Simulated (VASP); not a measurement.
Write the native input for VASP 6.6.1 that does the following.

| Item | Value |
| --- | --- |
| Task | single point |
| Functional | r2SCAN |
| Potentials or basis | VASP PAW PBE potentials, release 64 (Si, C) |
| Cutoff | 520 eV |
| k mesh | 8 × 8 × 3 |
| Occupations | gaussian, width 0.05 eV |
| Spin | no spin polarisation |
| Dipole correction | no |
| Further INCAR settings | ALGO = Normal; EDIFF = 1e-06; NBANDS = 26 |

The system is SiC.

```
Si C
1.0
    -1.53878   -2.66524    0.00000
     1.53878   -2.66524    0.00000
    -0.46163   -0.79957   10.07677
Si C
4 4
Cartesian
  0.0000 -1.7768 5.9860
  0.0000 -3.5537 0.9476
  0.0000 0.0000 3.4673
  0.0000 0.0000 8.5057
  0.0000 -1.7768 4.0912
  0.0000 -3.5537 9.1296
  -1.5388 -2.6652 1.5787
  -1.5388 -2.6652 6.6171
```

These files were run (other wordings do the same):

POSCAR

```
SiC
1.0
   -1.5387796673     -2.6652445653      0.0000000000
    1.5387796672     -2.6652445654      0.0000000000
   -0.4616339002     -0.7995733696     10.0767691650
Si C
4 4
Direct
    0.1551220475      0.3333333333      0.5940376193
    0.6384553809      0.6666666667      0.0940376193
   -0.1032279546      0.0000000000      0.3440931819
   -0.2532279546      0.0000000000      0.8440931819
    0.2115321321      0.3333333333      0.4060040042
    0.3948654654      0.6666666667      0.9060040042
    0.9530007416      0.0000000000      0.1566641945
    0.8030007416      0.0000000000      0.6566641945
```

INCAR.step1

```
SYSTEM = SiC
ALGO     = Normal         ! electronic algorithm
EDIFF    = 1E-4           ! SCF threshold, eV
ENCUT    = 520            ! plane-wave cutoff, eV
GGA      = PE             ! functional
ISMEAR   = 0              ! smearing method
LASPH    = .TRUE.         ! aspherical terms in the spheres
LCHARG   = .FALSE.        ! write CHGCAR
LREAL    = .FALSE.        ! projectors in reciprocal space
LWAVE    = .TRUE.         ! write WAVECAR
NBANDS   = 26             ! bands
NELM     = 100            ! most SCF steps
PREC     = Accurate       ! precision mode
SIGMA    = 0.05           ! smearing width, eV
```

INCAR.step2

```
SYSTEM = SiC
ALGO     = Normal         ! electronic algorithm
EDIFF    = 1E-6           ! SCF threshold, eV
ENCUT    = 520            ! plane-wave cutoff, eV
ISIF     = 2              ! what is computed and relaxed
ISMEAR   = 0              ! smearing method
ISTART   = 1            
LASPH    = .TRUE.         ! aspherical terms in the spheres
LCHARG   = .FALSE.        ! write CHGCAR
LMIXTAU  = .TRUE.       
LREAL    = .FALSE.        ! projectors in reciprocal space
LWAVE    = .FALSE.        ! write WAVECAR
METAGGA  = R2SCAN         ! meta-GGA
NBANDS   = 26             ! bands
NELM     = 100            ! most SCF steps
PREC     = Accurate       ! precision mode
SIGMA    = 0.05           ! smearing width, eV
```

KPOINTS

```
k-points
0
G
  8 8 3
  0 0 0
```

Potentials or basis: VASP PAW PBE potentials, release 64 (Si, C).

The run is started by

```bash
$ cat potpaw_PBE.64/Si/POTCAR potpaw_PBE.64/C/POTCAR > POTCAR
$ cp INCAR.step1 INCAR
$ mpirun -np 1 vasp_std > vasp.out
$ cp INCAR.step2 INCAR
$ mpirun -np 1 vasp_std > vasp.out
```

It gave:

```
Pressure               : -1.2 GPa
Largest force          : 2.129 eV/Å
Band gap on the k mesh : 1.07 eV, indirect (least direct gap 2.02 eV)
```

Caveat: the PAW data sets were made with another functional, which shifts forces and pressure a little.

Wall time 12 min on 1 thread of AMD EPYC 7R43 64-Core Processor (Zen 3) (shared host), peak memory 0.27 GiB.
